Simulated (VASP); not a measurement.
# Ca (I4/mmm) in VASP: single point with LDA

Aim: the single point of Ca with LDA.

Everything below comes from runs of VASP 6.6.1. Logs are shortened: lines on timing, memory, paths and dates and some standing lists are left out, and cuts for length are marked.

## (1) The cell of the first run

It takes space group I4/mmm (No. 139, tetragonal). The conventional cell has a = 3.952 Å, b = 3.952 Å, c = 5.365 Å, α = 90.00°, β = 90.00°, γ = 90.00°. Ca (site symmetry 4/mmm) has 12 Ca at 3.87 to 3.95 Å within 5.1 Å.

## (2) Single point, LDA (strain -0.0400 x Voigt [1, 0, 0, 0, 0, 0])

INCAR

```
SYSTEM = Ca
ALGO = Normal
EDIFF = 1E-6
ENCUT = 520
GGA = CA
ISIF = 2
ISMEAR = 0
LASPH = .TRUE.
LCHARG = .FALSE.
LREAL = .FALSE.
LWAVE = .FALSE.
NBANDS = 11
NELM = 60
PREC = Accurate
SIGMA = 0.15
```

KPOINTS

```
k-points
0
G
  14 14 14
  0 0 0
```

POSCAR

```
Ca
1.0
    0.0000000000      2.7942000000      2.7942000000
    2.6824320000      0.0000000000      2.7942000000
    2.6824320000      2.7942000000      0.0000000000
Ca
1
Direct
    0.0000000000      0.0000000000      0.0000000000
```

Potentials or basis: VASP PAW LDA potentials, release 64 (Ca_sv).

Command:

```console
$ cat potpaw_LDA.64/Ca_sv/POTCAR > POTCAR
$ mpirun -np 1 vasp_std > vasp.out
```

OUTCAR:

```text
SYSTEM = Ca
   EDIFF = 1E-6
   ENCUT = 520
   GGA = CA
   ISIF = 2
   ISMEAR = 0
   LASPH = .TRUE.
   LREAL = .FALSE.
   NELM = 60
   PREC = Accurate

 ion  position               nearest neighbor table
   1  0.000  0.000  0.000-

  LATTYP: Found a body centered tetragonal cell.
 ALAT       =     3.9515955360
 C/A-ratio  =     1.3576450199

  Lattice vectors:

 A1 = (  -2.6824320000,   0.0000000000,  -2.7942000000)
 A2 = (  -2.6824320000,   0.0000000000,   2.7942000000)
 A3 = (   2.6824320000,   2.7942000000,   0.0000000000)

Analysis of symmetry for initial positions (statically):
=====================================================================
 Subroutine PRICEL returns:
 Original cell was already a primitive cell.

 Routine SETGRP: Setting up the symmetry group for a
 body centered tetragonal supercell.

 Subroutine GETGRP returns: Found 16 space group operations
 (whereof 16 operations were pure point group operations)
 out of a pool of 16 trial point group operations.

The static configuration has the point symmetry D_4h.

Analysis of symmetry for dynamics (positions and initial velocities):
=====================================================================
 Subroutine PRICEL returns:
 Original cell was already a primitive cell.

 Routine SETGRP: Setting up the symmetry group for a
 body centered tetragonal supercell.

 Subroutine GETGRP returns: Found 16 space group operations
 (whereof 16 operations were pure point group operations)
 out of a pool of 16 trial point group operations.

The dynamic configuration has the point symmetry D_4h.

 Subroutine INISYM returns: Found 16 space group operations
 (whereof 16 operations are pure point group operations),
 and found     1 'primitive' translations

----------------------------------------------------------------------------------------

                                     Primitive cell

  volume of cell :      41.8865

  direct lattice vectors                    reciprocal lattice vectors
     0.000000000  2.794200000  2.794200000    -0.186398015  0.178942094  0.178942094
     2.682432000  0.000000000  2.794200000     0.186398015 -0.178942094  0.178942094
     2.682432000  2.794200000  0.000000000     0.186398015  0.178942094 -0.178942094

  length of vectors
     3.951595536  3.873369989  3.873369989     0.314300439  0.314300439  0.314300439

  position of ions in fractional coordinates (direct lattice)
     0.000000000  0.000000000  0.000000000

  ion indices of the primitive-cell ions
   primitive index   ion index
                 1           1

----------------------------------------------------------------------------------------

 KPOINTS: k-points

Automatic generation of k-mesh.
 Grid dimensions read from file:
 generate k-points for:   14   14   14

 Generating k-lattice:

  Cartesian coordinates                     Fractional coordinates (reciprocal lattice)
    -0.013314144  0.012781578  0.012781578     0.071428571  0.000000000  0.000000000
     0.013314144 -0.012781578  0.012781578     0.000000000  0.071428571  0.000000000
     0.013314144  0.012781578 -0.012781578     0.000000000  0.000000000  0.071428571

  Length of vectors
     0.022450031  0.022450031  0.022450031

  Shift w.r.t. Gamma in fractional coordinates (k-lattice)
     0.000000000  0.000000000  0.000000000

 Subroutine IBZKPT returns following result:
 ===========================================

 Found    244 irreducible k-points:

 Following reciprocal coordinates:
            Coordinates               Weight
  0.000000  0.000000  0.000000      1.000000
  0.071429  0.000000  0.000000      8.000000
  0.142857  0.000000  0.000000      8.000000
  0.214286  0.000000  0.000000      8.000000
  0.285714  0.000000  0.000000      8.000000
  0.357143 -0.000000 -0.000000      8.000000
[... 16 lines left out ...]
  0.214286  0.142857  0.000000     16.000000
  0.285714  0.142857  0.000000     16.000000
 [... further k-points ...]
   k-points           NKPTS =    244   k-points in BZ     NKDIM =    244   number of bands    NBANDS=     11
   number of dos      NEDOS =    301   number of ions     NIONS =      1
   total plane-waves  NPLWV =  27000
   dimension x,y,z NGX =    30 NGY =   30 NGZ =   30
   dimension x,y,z NGXF=    60 NGYF=   60 NGZF=   60
   ions per type =               1
   NGX,Y,Z   is equivalent  to a cutoff of  12.62, 12.88, 12.88 a.u.
   NGXF,Y,Z  is equivalent  to a cutoff of  25.24, 25.75, 25.75 a.u.
 SYSTEM =  Ca
   PREC   = accura    normal or accurate (medium, high low for compatibility)
   ISTART =      0    job   : 0-new  1-cont  2-samecut
   ICHARG =      2    charge: 1-file 2-atom 10-const
   ISPIN  =      1    spin polarized calculation?
   LNONCOLLINEAR =      F non collinear calculations
   LSORBIT =      F    spin-orbit coupling
   LASPH  =      T    aspherical Exc in radial PAW
   ENCUT  =  520.0 eV  38.22 Ry    6.18 a.u.   7.35  7.20  7.20*2*pi/ulx,y,z
   NELM   =     60;   NELMIN=  2; NELMDL= -5     # of ELM steps
   EDIFF  = 0.1E-05   stopping-criterion for ELM
   LREAL  =      F    real-space projection
   EDIFFG = 0.1E-04   stopping-criterion for IOM
   NSW    =      0    number of steps for IOM
   IBRION =     -1    ionic relax: 0-MD 1-quasi-New 2-CG
   NFREE  =      0    steps in history (QN), initial steepest desc. (CG)
   ISIF   =      2    stress and relaxation
   ISYM   =      2    0-nonsym 1-usesym 2-fastsym
   POTIM  = 0.5000    time-step for ionic-motion
   TEBEG  =    0.0;   TEEND  =   0.0 temperature during run
   PSTRESS=    0.0 pullay stress
   NELECT =      10.0000    total number of electrons
   NUPDOWN=      -1.0000    fix difference up-down
   EMIN   =  10.00;   EMAX   =-10.00  energy-range for DOS
   EFERMI =   0.00;   METHOD = LEGACY
   ISMEAR =     0;   SIGMA  =   0.15  broadening in eV -4-tet -1-fermi 0-gaus
   EFERMI_NEDOS =   21; number of points for ismear=-14 and -15
   IALGO  =     38    algorithm
   IMIX   =      4    mixing-type and parameters
     AMIX     =   0.40;   BMIX     =  1.00
     AMIX_MAG =   1.60;   BMIX_MAG =  1.00
  volume/ion in A,a.u.               =      41.89       282.66
  Fermi-wavevector in a.u.,A,eV,Ry     =   1.015587  1.919180 14.033267  1.031416
  Thomas-Fermi vector in A             =   2.148881
   LORBIT       =      0    0 simple, 1 ext, 2 COOP (PROOUT), +10 PAW based schemes
   GGA     = CA    functional components
   LHFCALC =     F    Hartree Fock is set to
   AEXX    =    0.0000 exact exchange contribution
   IVDW    =     0    specifies the selected vdW correction
   LEPSILON=     F    determine dielectric tensor
   LRPA    =     F    only Hartree local field effects (RPA)
 non-spin polarized calculation
 Gauss-broadening in eV      SIGMA  =   0.15
  energy-cutoff  :      520.00
  volume of cell :       41.89
 maximum number of plane-waves:      1158
 NGX is ok and might be reduce to    30
   NGX = 15   NGY = 15   NGZ = 15

 number of electron      10.0000000 magnetization

 Free energy of the ion-electron system (eV)
  ---------------------------------------------------
  ext. energy  EPLUGINS =         0.00000000
  ---------------------------------------------------
  free energy    TOTEN  =        -2.19255082 eV

  energy without entropy =       -2.17721301  energy(sigma->0) =       -2.18488191

 E-fermi :   1.8163     XC(G=0):  -7.9883

 val. band max:        1.8143588614   @ k =  -0.2857   0.3571   0.2857
 cond. band min:       1.8235486710   @ k =   0.2143  -0.4286   0.0714
 fundamental gap:      0.0091898096
 Fermi energy:         1.8162894211

 k-point     1 :       0.0000    0.0000    0.0000
  band No.  band energies     occupation
      1     -39.7372      2.00000
      2     -20.9462      2.00000
      3     -20.9462      2.00000
      4     -20.9423      2.00000
      5      -2.2206      2.00000
      6       3.9768      0.00000
      7       3.9768      0.00000
      8       4.1575      0.00000
      9       4.9832      0.00000
     10       5.2140      0.00000
     11      11.0674      0.00000

 k-point     2 :       0.0714    0.0000    0.0000
  band No.  band energies     occupation
      1     -39.7365      2.00000
      2     -20.9527      2.00000
      3     -20.9475      2.00000
      4     -20.9442      2.00000
      5      -2.1322      2.00000
      6       3.9173      0.00000
      7       4.0095      0.00000
      8       4.1607      0.00000
      9       4.9593      0.00000
     10       5.1808      0.00000
     11      11.1720      0.00000

 k-point     3 :       0.1429    0.0000    0.0000
  band No.  band energies     occupation
      1     -39.7344      2.00000
      2     -20.9733      2.00000
      3     -20.9510      2.00000
      4     -20.9467      2.00000
      5      -1.8715      2.00000
      6       3.6933      0.00000
      7       4.0791      0.00000
      8       4.2220      0.00000
      9       4.9265      0.00000
     10       5.1135      0.00000
     11      10.9390      0.00000

 k-point     4 :       0.2143    0.0000    0.0000
  band No.  band energies     occupation
      1     -39.7313      2.00000
      2     -21.0033      2.00000
      3     -20.9560      2.00000
      4     -20.9500      2.00000
      5      -1.4527      2.00000
      6       3.3537      0.00000
      7       4.1011      0.00000
      8       4.2769      0.00000
      9       4.9899      0.00000
     10       5.1058      0.00000
     11       9.7878      0.00000
[... 239 lines left out ...]
 k-point    22 :       0.1429    0.1429    0.0000
  band No.  band energies     occupation
      1     -39.7336      2.00000
      2     -20.9735      2.00000
      3     -20.9546      2.00000
      4     -20.9532      2.00000
      5      -1.7690      2.00000
      6       3.5808      0.00000
      7       4.1934      0.00000
      8       4.3316      0.00000
      9       4.5895      0.00000
     10       5.2703      0.00000
     11      11.6063      0.00000

 k-point    23 :       0.2143    0.1429    0.0000
  band No.  band energies     occupation
      1     -39.7314      2.00000
      2     -20.9922      2.00000
      3     -20.9590      2.00000
      4     -20.9579      2.00000
      5      -1.4675      2.00000
      6       3.3743      0.00000
      7       4.2004      0.00000
      8       4.3762      0.00000
      9       4.5522      0.00000
     10       5.3202      0.00000
     11      10.8138      0.00000

 k-point    24 :       0.2857    0.1429    0.0000
  band No.  band energies     occupation
      1     -39.7285      2.00000
      2     -21.0183      2.00000
      3     -20.9648      2.00000
      4     -20.9626      2.00000
      5      -1.0177      2.00000
      6       3.1076      0.00000
      7       3.9591      0.00000
      8       4.4111      0.00000
      9       4.7971      0.00000
     10       5.4248      0.00000
     11       9.5749      0.00000

 [... further k-points ...]
[... 5 lines left out ...]
  --------------------------------------------------------------------------------------
  -------------------------------------------------------------------------------------
  Total       -0.3790939     -0.4432246     -0.4432246      0.0000000      0.0000000      0.0000000
  in kB      -14.5005237    -16.9535534    -16.9535534      0.0000000      0.0000000      0.0000000
  external PRESSURE =     -16.1358768 kB  Pullay stress =       0.0000000 kB

 VOLUME and BASIS-vectors are now :
 -----------------------------------------------------------------------------
  energy-cutoff  :      520.00
  volume of cell :       41.89
      direct lattice vectors                 reciprocal lattice vectors
     0.000000000  2.794200000  2.794200000    -0.186398015  0.178942094  0.178942094
     2.682432000  0.000000000  2.794200000     0.186398015 -0.178942094  0.178942094
     2.682432000  2.794200000  0.000000000     0.186398015  0.178942094 -0.178942094

 POSITION                                       TOTAL-FORCE (eV/Angst)
 -----------------------------------------------------------------------------------
      0.00000      0.00000      0.00000        -0.000000      0.000000     -0.000000
 -----------------------------------------------------------------------------------
    total drift:                               -0.000000     -0.000000      0.000000

  FREE ENERGIE OF THE ION-ELECTRON SYSTEM (eV)
  ---------------------------------------------------
  free  energy   TOTEN  =        -2.1925508218 eV

  energy  without entropy=       -2.1772130070  energy(sigma->0) =       -2.18488191
```

Run time: 2.5 min. Hardware: 1 thread of Intel Xeon 8259CL, shared host; peak memory 0.23 GiB.

Results:

* Free energy: -2.1926 eV
* Pressure: -1.6 GPa
* Band gap on the k mesh: zero (bands 5 and 6 overlap by 0.23 eV)

Caveat: the cell differs from its parent crystal (strain -0.0400 x Voigt [1, 0, 0, 0, 0, 0]).
